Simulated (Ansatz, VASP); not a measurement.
## One calculation of Pb, two programs

```xyz
2
Lattice="3.4330 0.0000 0.0000 -1.7165 2.9730 0.0000 0.0000 0.0000 5.5145" Properties=species:S:1:pos:R:3 pbc="T T T"
Pb    0.0000    1.9820    1.3786
Pb    1.7165    0.9910    4.1358
```

Change from the starting cell: volume scaled by 0.96.

Alike in both runs: task single point; functional PBEsol; k mesh 14 × 14 × 8; occupations fermi-dirac, width 0.08 eV; no spin polarisation.

|  | VASP | Ansatz |
| --- | --- | --- |
| version | VASP 6.6.1 | Ansatz 0.2.0 |
| potentials or method | VASP PAW PBE potentials, release 64 (Pb_d), cutoff 520 eV | all-electron LAPW, scalar-relativistic |

|  | VASP | Ansatz | Ansatz less VASP |
| --- | --- | --- | --- |
| pressure (GPa) | 3.2 | 3.3 | +0.08 |
| traceless stress, the component that is largest in VASP (GPa) | 1.50 | 1.50 | +0.004 |

VASP's potentials were made for PBE, not for PBEsol. Ansatz ran all-electron here, and VASP with PAW potentials.

Spin-orbit coupling is off throughout.
